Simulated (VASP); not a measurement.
Input of a VASP 6.6.1 run:

INCAR

```
ALGO = Normal ; EDIFF = 1E-7
EDIFFG = -0.04 ; ENCUT = 910
GGA = PE ; GGA_COMPAT = F
IBRION = 2 ; ISIF = 3
ISMEAR = 0 ; IVDW = 12
LASPH = T ; LCHARG = F
LREAL = F ; LWAVE = F
NELM = 120 ; NELMIN = 4
NSW = 90 ; PREC = Accurate
SIGMA = 0.1
```

File KPOINTS:

```
k-points
0
Gamma
  6 6 2
```

The input POSCAR:

```
Al2H2Cl
1.0
    3.1858691100      0.0000000000      0.0000000000
   -1.5929345600      2.7590435800      0.0000000000
    0.0000000000      0.0000000000      7.5424824300
Al H Cl
2 2 1
Direct
    0.0000000000      0.0000000000      0.4795394300
    0.0000000000      0.0000000000      0.7299297700
    0.0000000000      0.0000000000      0.0000000000
    0.3333333300      0.6666666700      0.6138831000
    0.3333333300      0.6666666700      0.2964631300
```

Potentials or basis: VASP PAW PBE potentials, release 64 (Al, H_h, Cl).

Run with:

```sh
$ cat potpaw_PBE.64/Al/POTCAR potpaw_PBE.64/H_h/POTCAR potpaw_PBE.64/Cl/POTCAR > POTCAR
$ mpirun -np 1 vasp_std > vasp.out
```

Q: Estimate the band gap on the k mesh.

A: Zero (an odd number of electrons rules out a gap without spin polarisation).

Q: Estimate the space group after relaxing (to 0.1 Å).

A: P3m1 (No. 156).

Forces on the atoms (eV/Å):
```
Al   0.000  0.000  0.010
Al   0.000  0.000 -0.003
H    0.000  0.000 -0.025
H    0.000  0.000 -0.014
Cl   0.000  0.000  0.032
```

Caveat: the k points lie up to 0.40 Å⁻¹ apart in the final cell, too coarse for converged energies and pressures of a metal; a cell axis changed by over 15 % at a fixed basis, so the end point is rough; an odd number of electrons without spin polarisation forces a metal; a magnetic or distorted state may lie lower.
